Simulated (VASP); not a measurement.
Here is a VASP 6.6.1 calculation.

The input INCAR:

```
ALGO = Normal ; DIPOL = 0.5 0.5 0.293
EDIFF = 1E-6 ; ENCUT = 520
GGA = PE ; IDIPOL = 3
ISIF = 2 ; ISMEAR = 0
LASPH = T ; LCHARG = F
LDIPOL = T ; LREAL = F
LWAVE = F ; NBANDS = 15
NELM = 100 ; PREC = Accurate
SIGMA = 0.1
```

Contents of KPOINTS:

```
k-points
0
Gamma
  18 18 1
```

Contents of POSCAR:

```
CuH3
1.0
    2.5384682170      0.0000000000      0.0000000000
    0.0000000000      2.5384682170      0.0000000000
    0.0000000000      0.0000000000     28.9239074400
Cu H
1 3
Direct
    0.5000000000      0.5000000000      0.2344170359
    0.0000000000      0.0000000000      0.2341521139
    0.0000000000      0.0000000000      0.3654193415
    0.0000000000      0.0000000000      0.3396389759
```

Potentials or basis: VASP PAW PBE potentials, release 64 (Cu, H).

Command:

```sh
$ cat potpaw_PBE.64/Cu/POTCAR potpaw_PBE.64/H/POTCAR > POTCAR
$ mpirun -np 1 vasp_std > vasp.out
```

**Question.** Predict the band gap on the k mesh.

**Answer.** Zero (band 7 reaches -0.22 eV, above the bottom of band 8 at -3.28 eV).

**Question.** Estimate the largest force.

**Answer.** 0.035 eV/Å.

Forces on the atoms (eV/Å):
```
Cu   0.000  0.000 -0.003
H    0.000  0.000 -0.005
H    0.000  0.000  0.035
H    0.000  0.000 -0.027
```
